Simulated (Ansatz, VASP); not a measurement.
# One calculation of Si15Ag, two programs

```
CELL_PARAMETERS angstrom
0.00000 5.47009 -5.47009
5.47009 5.47009 0.00000
5.47009 0.00000 -5.47009
ATOMIC_POSITIONS crystal
Ag 0.12357 0.12512 0.12670
Si 0.12443 0.62424 0.12762
Si 0.62711 0.12164 0.12309
Si 0.62263 0.62425 0.12759
Si 0.12441 0.12618 0.62575
Si 0.11991 0.62883 0.63025
Si 0.62257 0.12616 0.62573
Si 0.62353 0.62520 0.62668
Si 0.25011 0.73834 0.26036
Si 0.25721 0.25177 0.25322
Si 0.74964 0.74724 0.25242
Si 0.73675 0.25173 0.25323
Si 0.24927 0.75133 0.75281
Si 0.25008 0.25892 0.73988
Si 0.74550 0.75139 0.75277
Si 0.74957 0.25095 0.74872
```

Alike in both runs: functional PBE; k mesh 2 × 2 × 2; occupations gaussian, width 0.01 eV; collinear spin.

Ansatz relaxed the structure, and its values are those at the end. VASP's run is a single point on that final structure, the one shown.

|  | VASP | Ansatz |
| --- | --- | --- |
| version | VASP 6.6.1 | Ansatz 0.2.0 |
| potentials or method | VASP PAW PBE potentials, release 64 (Ag, Si), cutoff 520 eV | scalar-relativistic, plane waves, PAW |
| valence electrons in the cell | 71 | 79 |

VASP gave:

* gap on the k mesh at the Fermi level (eV): none
* rms of the force components (eV/Å): 0.003
* net moment per atom (μB): 0.02
* size of the moment on the site where the two differ most (μB): 0.03

**Question.** Which values does Ansatz return?

**Answer.** gap on the k mesh at the Fermi level (eV): none; rms of the force components (eV/Å): 0.002; net moment per atom (μB): 0.02; size of the moment on the site where the two differ most (μB): 0.02.

Site moments also hang on the region over which each program counts them. A gap of «none» marks a metal or a gap that the smearing closes. With one functional, cell and mesh, what is left measures potentials, basis and numerics. VASP's potentials hold 71 valence electrons a cell and Ansatz's 79, so a difference there can come from the potentials and not from the codes.

The k mesh is coarse, so the values compare programs but aren't converged.
